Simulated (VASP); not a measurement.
Wanted: the native input for a VASP 6.6.1 run.

```
Task                   : single point
Functional             : PBE
Potentials or basis    : VASP PAW PBE potentials, release 64 (Si)
Cutoff                 : 520 eV
k mesh                 : 2 × 2 × 2
Occupations            : fermi-dirac, width 0.05 eV
Spin                   : no spin polarisation
Dipole correction      : no
Further INCAR settings : LREAL = Auto; ALGO = Normal; EDIFF = 1e-07; NBANDS = 48
```

The structure of Si (a cell with a defect) lies in POSCAR:

```
Si
1.0
    0.0000000000      5.4300000000      5.4300000000
    5.4300000000      0.0000000000      5.4300000000
    5.4300000000      5.4300000000      0.0000000000
Si
17
Direct
    0.0122806630     -0.0017650092     -0.0086327808
    0.1264393186      0.1122155617      0.1349210866
    0.0092450276     -0.0255271639      0.5068579190
    0.1501441068      0.1151608656      0.6194048803
   -0.0187990792      0.4812016575      0.0561252302
    0.1263755064      0.6264777164      0.1347392265
    0.0093759669      0.5094194291      0.5067061694
    0.1069826888      0.6070125230      0.6788438306
    0.4980790055     -0.0018215470     -0.0087406998
    0.6432655617      0.1432620626      0.0699403315
    0.5175110497      0.0175449355      0.4472471455
    0.6152094843      0.1152444751      0.6193260589
    0.4981499079      0.5122987109     -0.0085799263
    0.6121923573      0.6265201657      0.1348844383
    0.4744053407      0.5093128913      0.5068309392
    0.6150885820      0.6502082873      0.6194526703
    0.8122321363      0.3123319521      0.5632214549
```

The input as run:

INCAR

```
SYSTEM = Si
PREC     = Accurate       ! precision mode
ENCUT    = 520            ! plane-wave cutoff, eV
EDIFF    = 1E-7           ! SCF threshold, eV
ISMEAR   = -1             ! smearing method
SIGMA    = 0.05           ! smearing width, eV
LREAL    = Auto         
LASPH    = .True.         ! aspherical terms in the spheres
NELM     = 80             ! most SCF steps
ALGO     = Normal         ! electronic algorithm
ISIF     = 2              ! what is computed and relaxed
LWAVE    = .False.        ! write WAVECAR
LCHARG   = .False.        ! write CHGCAR
GGA      = PE             ! functional
NBANDS   = 48             ! bands
```

KPOINTS

```
Automatic mesh
0
Gamma
  2 2 2
  0 0 0
```

Potentials or basis: VASP PAW PBE potentials, release 64 (Si).

Command:

```console
$ cat potpaw_PBE.64/Si/POTCAR > POTCAR
$ mpirun -np 1 vasp_std > vasp.out
```

It gave:

- Pressure: 4.7 GPa
- Largest force: 0.018 eV/Å
- Band gap on the k mesh: 0.03 eV

Caveat: the k points lie up to 0.50 Å⁻¹ apart; the smearing spreads over this small gap.

It took 2.1 min on 1 thread of AMD EPYC 9R45 96-Core Processor (Zen 5) (shared host), peak memory 0.44 GiB.
